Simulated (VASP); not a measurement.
A run of VASP 6.6.1 is set up as follows.

Contents of INCAR:

```
SYSTEM = Mg
PREC = Accurate ; ENCUT = 520
EDIFF = 1E-7 ; ISMEAR = 0
SIGMA = 0.1 ; LREAL = .False.
LASPH = .True. ; NELM = 60
ALGO = Normal ; ISIF = 2
LWAVE = .False. ; LCHARG = .False.
GGA = PS ; NBANDS = 7
```

KPOINTS

```
regular mesh
0
Gamma
  16 16 16
  0 0 0
```

Contents of POSCAR:

```
Mg
1.0
   -1.8219462987      1.8219462987      1.6972109073
    1.8219462987     -1.8219462987      1.6972109073
    1.8219462987      1.8219462987     -1.6972109073
Mg
1
Direct
    0.0000000000      0.0000000000      0.0000000000
```

Potentials or basis: VASP PAW PBE potentials, release 64 (Mg).

Command:

```sh
$ cat potpaw_PBE.64/Mg/POTCAR > POTCAR
$ mpirun -np 1 vasp_std > vasp.out
```

Q: What does it give for the band gap on the k mesh?

A: Zero (bands 1 and 2 overlap by 4.60 eV).

Q: Predict the pressure.

A: -0.1 GPa.

Caveat: the PAW data sets were made with another functional, which shifts forces and pressure a little.
